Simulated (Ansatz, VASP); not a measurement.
# One calculation of Rh, two programs

The input INCAR:

```
PREC = Accurate ; ENCUT = 500
EDIFF = 1E-6 ; ISMEAR = -1
SIGMA = 0.05 ; LREAL = False
LASPH = True ; NELM = 120
ALGO = Normal ; ISIF = 2
LWAVE = False ; LCHARG = False
GGA = PE ; NBANDS = 14
GGA_COMPAT = False
```

KPOINTS

```
Automatic mesh
0
Gamma
  14 14 14
```

Contents of POSCAR:

```
Rh
1.0
    0.0000000000      1.9150000000      1.9150000000
    1.9150000000      0.0000000000      1.9150000000
    1.9150000000      1.9150000000      0.0000000000
Rh
1
Direct
    0.0000000000      0.0000000000      0.0000000000
```

Input for Ansatz:

```yaml
crystal:
  lattice:
    - [0.0, 1.915, 1.915]
    - [1.915, 0.0, 1.915]
    - [1.915, 1.915, 0.0]
  atoms:
    - { symbol: Rh, position: [0.0, 0.0, 0.0] }
hamiltonian:
  xc: pbe
  pseudopotentials: { kind: paw }
basis:
  ecutwfc: 420
kpoints:
  mp_grid: { grid: [14, 14, 14] }
scf:
  occupations: { method: fermi_dirac, width: 0.05 }
  lower_state_search: "off"
  algorithm: density_mixing
  max_iter: 50
  mixing: { algorithm: msr1, preconditioner: resta }
output:
  forces: true
  stress: true
```

Alike in both runs: task single point; functional PBE; k mesh 14 × 14 × 14; occupations fermi-dirac, width 0.05 eV; no spin polarisation.

```csv
,VASP,Ansatz
version,VASP 6.6.1,Ansatz 0.2.0
potentials or method,"VASP PAW PBE potentials, release 64 (Rh_pv), cutoff 500 eV","PAW, plane waves, scalar-relativistic"
valence electrons in the cell,15,17
```

Ansatz gave:

* pressure (GPa): 0.1

Problem. Estimate VASP's values.

Solution. Pressure (GPa): 0.2.

VASP's potentials hold 15 valence electrons a cell and Ansatz's 17, so a difference there can come from the potentials and not from the codes.
